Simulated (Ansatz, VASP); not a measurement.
**TiNi: VASP beside Ansatz**

Contents of INCAR:

```
SYSTEM = TiNi
ALGO = Fast ; EDIFF = 1E-6
ENCUT = 520 ; GGA = PS
ISIF = 2 ; ISMEAR = 0
LASPH = .True. ; LCHARG = .False.
LREAL = .False. ; LWAVE = .False.
NBANDS = 18 ; NELM = 60
PREC = Accurate ; SIGMA = 0.15
```

Contents of KPOINTS:

```
k-points
0
Gamma
  18 18 14
  0 0 0
```

File POSCAR:

```
TiNi
1.0
    2.7358030000      0.0000000000      0.0000000000
    0.0000000000      2.7358030000      0.0000000000
    0.0000000000      0.0000000000      3.4023395000
Ti Ni
1 1
Direct
    0.5000000000      0.5000000000      0.5000000000
    0.0000000000      0.0000000000      0.0000000000
```

Input for Ansatz:

```yaml
crystal:
  lattice:
    - [2.735803, 0.0, 0.0]
    - [0.0, 2.735803, 0.0]
    - [0.0, 0.0, 3.4023395]
  atoms:
    - { symbol: Ti, position: [0.5, 0.5, 0.5] }
    - { symbol: Ni, position: [0.0, 0.0, 0.0] }
basis:
  ecutwfc: 420
kpoints:
  mp_grid: { grid: [18, 18, 14] }
hamiltonian:
  xc: pbesol
scf:
  occupations: { method: gaussian, width: 0.15 }
output:
  forces: true
  stress: true
  eigenvalues: true
```

Change from the starting cell: strain +0.000 along x and y, -0.050 along z, atoms carried along.

Alike in both runs: task single point; functional PBEsol; k mesh 18 × 18 × 14; occupations gaussian, width 0.15 eV; no spin polarisation.

```csv
,VASP,Ansatz
version,VASP 6.6.1,Ansatz 0.2.0
potentials or method,"VASP PAW PBE potentials, release 64 (Ti_sv, Ni), cutoff 520 eV","scalar-relativistic, plane waves, PAW"
valence electrons in the cell,22,30
```

```tsv
	VASP	Ansatz	Ansatz less VASP
gap on the k mesh at the Fermi level (eV)	none	none	-
pressure (GPa)	2.9	3.0	+0.18
traceless stress, the component that is largest in VASP (GPa)	-0.19	-0.06	+0.125
```

VASP's potentials were made for PBE, not for PBEsol. A gap of «none» marks a metal or a gap that the smearing closes. VASP's potentials hold 22 valence electrons a cell and Ansatz's 30, so a difference there can come from the potentials and not from the codes.
